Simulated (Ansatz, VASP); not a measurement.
**Cu in VASP and in Ansatz**

The input INCAR:

```
ALGO = Normal
EDIFF = 1E-6
ENCUT = 520
GGA = PS
ISIF = 2
ISMEAR = 1
LASPH = True
LCHARG = False
LREAL = False
LWAVE = False
NBANDS = 12
NELM = 80
PREC = Accurate
SIGMA = 0.1
```

File KPOINTS:

```
k-points
0
Gamma
  39 39 39
```

The input POSCAR:

```
Cu
1.0
    0.0000000000      1.7815755880      1.7815755880
    1.7815755880      0.0000000000      1.7815755880
    1.7815755880      1.7815755880      0.0000000000
Cu
1
Direct
    0.0000000000      0.0000000000      0.0000000000
```

Input for Ansatz:

```yaml
crystal:
  lattice:
    - [0.0, 1.781575588, 1.781575588]
    - [1.781575588, 0.0, 1.781575588]
    - [1.781575588, 1.781575588, 0.0]
  atoms:
    - { symbol: Cu, position: [0.0, 0.0, 0.0] }
kpoints:
  mp_grid: { grid: [39, 39, 39] }
scf:
  occupations: { method: cold, width: 0.1 }
hamiltonian:
  xc: pbesol
  pseudopotentials: { kind: paw, azcp: { folder: soft_1 } }
output:
  forces: true
  stress: true
  populations: false
```

Alike in both runs: task single point; functional PBEsol; k mesh 39 × 39 × 39; no spin polarisation.

|  | VASP | Ansatz |
| --- | --- | --- |
| version | VASP 6.6.1 | Ansatz 0.2.0 |
| potentials or method | VASP PAW PBE potentials, release 64 (Cu) | plane-wave PAW, scalar-relativistic |
| plane-wave cutoff (eV) | 520 | 420 |
| occupations | methfessel-paxton of order 1, width 0.1 eV | cold, width 0.1 eV |
| valence electrons in the cell | 11 | 19 |

VASP gave:

| Quantity | Value |
| --- | --- |
| pressure (GPa) | 0.8 |

**Question.** Estimate Ansatz's values.

**Answer.** Pressure (GPa): 0.0.

VASP's potentials were made for PBE, not for PBEsol, and Ansatz warns of the same on its side. VASP's potentials hold 11 valence electrons a cell and Ansatz's 19, so a difference there can come from the potentials and not from the codes.
